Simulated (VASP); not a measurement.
Runs of VASP 6.6.1 on Si2Sb2Se. The structure is that of space group P6/mmm (No. 191), or close to it. The cells are those of the table. 

| task | cell | k mesh | cutoff (eV) | gap on the mesh (eV) | pressure (GPa) | relaxed volume (Å³/atom) |
| --- | --- | --- | --- | --- | --- | --- |
| relaxation of cell and atoms | relaxed from a = 6.764, b = 6.764, c = 3.653 Å, angles 90.0, 90.0, 120.0°, 5 atoms | 3 × 3 × 6 | 600 | none | 0.0 | 24.52 |
| relaxation of cell and atoms | relaxed from a = 4.970, b = 4.970, c = 5.723 Å, angles 90.0, 90.0, 120.0°, 5 atoms | 6 × 6 × 4 | 600 | none | -0.1 | (a) |
| single point | a = 6.764, b = 6.764, c = 3.653 Å, angles 90.0, 90.0, 120.0°, 5 atoms | 3 × 3 × 6 | 520 | none | 55.8 | - |
| single point | a = 4.970, b = 4.970, c = 5.723 Å, angles 90.0, 90.0, 120.0°, 5 atoms | 3 × 3 × 6 | 520 | none | 0.1 | - |
| relaxation of cell and atoms | relaxed from a = 4.989, b = 4.989, c = 5.633 Å, angles 90.0, 90.0, 120.0°, 5 atoms | 12 × 12 × 8 | 600 | none | 0.0 | 24.10 |
| single point | a = 4.989, b = 4.989, c = 5.633 Å, angles 90.0, 90.0, 120.0°, 5 atoms | 6 × 6 × 4 | 520 | none | 0.1 | - |
| single point | a = 4.978, b = 4.978, c = 5.608 Å, angles 90.0, 90.0, 120.0°, 5 atoms | 12 × 12 × 8 | 520 | none | 0.1 | - |

Alike in all rows: level PBE; potentials or basis VASP PAW PBE potentials, release 64 (Si, Sb, Se); no spin polarisation; smearing gaussian 0.1 eV.

Task: Estimate the missing entries.

Result: (a) 24.39.

Caveats: some runs use coarse meshes; spin-orbit coupling is left out, which moves the levels of the heavy elements; the volume moved by over 15 % at a fixed basis, so the end points are rough (some runs).

A k mesh can miss the band edges, and the runs leave out spin-orbit coupling on Sb, Se.

A gap of «none» marks levels without a gap at the run's occupations.
